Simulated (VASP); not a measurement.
Input of a VASP 6.6.1 run:

The input INCAR:

```
PREC = Accurate ; ENCUT = 600
EDIFF = 1E-7 ; ISMEAR = 0
SIGMA = 0.1 ; LREAL = F
LASPH = T ; NELM = 150
ALGO = Normal ; ISIF = 3
LWAVE = F ; LCHARG = F
ISPIN = 2 ; MAGMOM = 1.6 0 0 0 0
LORBIT = 11 ; LMAXMIX = 4
GGA = PE ; IBRION = 2
NSW = 90 ; EDIFFG = -0.04
```

KPOINTS

```
Automatic mesh
0
Gamma
  4 4 4
```

POSCAR

```
RhPbCl3
1.0
    4.8636869081      0.0000000000      0.0000000000
    0.0000000000      4.8636869081      0.0000000000
    0.0000000000      0.0000000000      4.8636869081
Rh Pb Cl
1 1 3
Direct
    0.0000000000      0.0000000000      0.0000000000
    0.5000000000      0.5000000000      0.5000000000
    0.0000000000      0.5000000000      0.5000000000
    0.5000000000      0.0000000000      0.5000000000
    0.5000000000      0.5000000000      0.0000000000
```

Potentials or basis: VASP PAW PBE potentials, release 64 (Rh_pv, Pb_d, Cl).

Launch:

```sh
$ cat potpaw_PBE.64/Rh_pv/POTCAR potpaw_PBE.64/Pb_d/POTCAR potpaw_PBE.64/Cl/POTCAR > POTCAR
$ mpirun -np 1 vasp_std > vasp.out
```

Question: Estimate the relaxed cell.

Answer: a = 5.579 Å, b = 5.579 Å, c = 5.579 Å, α = 90.00°, β = 90.00°, γ = 90.00°.

Question: Predict the net moment.

Answer: -1.85 μB per cell.

Question: Estimate the space group after relaxing (to 0.1 Å).

Answer: Pm-3m (No. 221).

Question: Estimate the site moments.

Answer: Rh -1.68; Pb -0.00; Cl -0.01 μB.

Step by step:
| step | energy change (eV) | largest force (eV/Å) | pressure (GPa) | volume (Å³) |
| --- | --- | --- | --- | --- |
| 1 | 0.0000 | 0.0000 | 21.23 | 115.05 |
| 2 | -2.7051 | 0.0000 | -0.05 | 173.66 |

Caveat: the volume moved by over 15 % at a fixed basis, so the end points are rough.
